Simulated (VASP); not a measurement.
Wanted: the native input for a VASP 6.6.1 run.

* Task: single point
* Functional: PBE
* Potentials or basis: VASP PAW PBE potentials, release 64 (B, As)
* Cutoff: 520 eV
* k mesh: 3 × 3 × 3
* Occupations: fermi-dirac, width 0.3447 eV
* Spin: no spin polarisation
* Dipole correction: no
* Further INCAR settings: LREAL = Auto; ALGO = Normal; EDIFF = 1e-06; NBANDS = 61

The structure of BAs3 lies in POSCAR:

```
BAs3
1.0
    7.1150020000      0.1216840000     -0.0762260000
    0.1216840000      7.4579790000      0.0655730000
   -0.0762260000      0.0655730000      7.5605040000
B As
5 15
Direct
    0.0101910134      0.4681301945      0.9044143081
    0.2008367302      0.4991406227      0.6348443538
    0.1201351158      0.4180772501      0.0883004771
    0.2428527463      0.3031121629      0.5370660004
    0.0998070091      0.5213540481      0.3450174637
    0.6278698903      0.4171125253      0.2207945808
    0.9540114510      0.3026842184      0.3182695931
    0.6245594971      0.9438560183      0.0833363675
    0.7813449944      0.6481597412      0.0128085019
    0.9422553099      0.3030406792      0.7193797268
    0.5685306576      0.3858685551      0.6089636141
    0.2131382815      0.0471614072      0.8790330512
    0.2647584613      0.7201017273      0.9918903321
    0.9320537000      0.9296054113      0.3066025214
    0.3286263518      0.3440695834      0.2661686402
    0.2515365009      0.7221551752      0.6591729072
    0.3438279867      0.8737099799      0.3143608850
    0.8572913351      0.6933650500      0.4975320342
    0.7022424617      0.8702078294      0.7446934341
    0.6790650794      0.2367675113      0.8904219529
```

The input as run:

INCAR

```
PREC = Accurate ; ENCUT = 520
EDIFF = 1E-6 ; ISMEAR = -1
SIGMA = 0.3447 ; LREAL = Auto
LASPH = True ; NELM = 80
ALGO = Normal ; ISIF = 2
LWAVE = False ; LCHARG = False
GGA = PE ; NBANDS = 61
```

KPOINTS

```
regular mesh
0
Gamma
  3 3 3
```

Potentials or basis: VASP PAW PBE potentials, release 64 (B, As).

The run is started by

```console
$ cat potpaw_PBE.64/B/POTCAR potpaw_PBE.64/As/POTCAR > POTCAR
$ mpirun -np 1 vasp_std > vasp.out
```

Results of the run:

```json
{"Pressure": "4.0 GPa", "Largest force": "6.483 eV/Å", "Band gap on the k mesh": "zero (band 45 reaches 4.27 eV, above the bottom of band 46 at 4.14 eV)"}
```

It took 5.7 min on 1 thread of Intel(R) Xeon(R) 6975P-C (Granite Rapids), with other jobs on the host, peak memory 0.5 GiB.
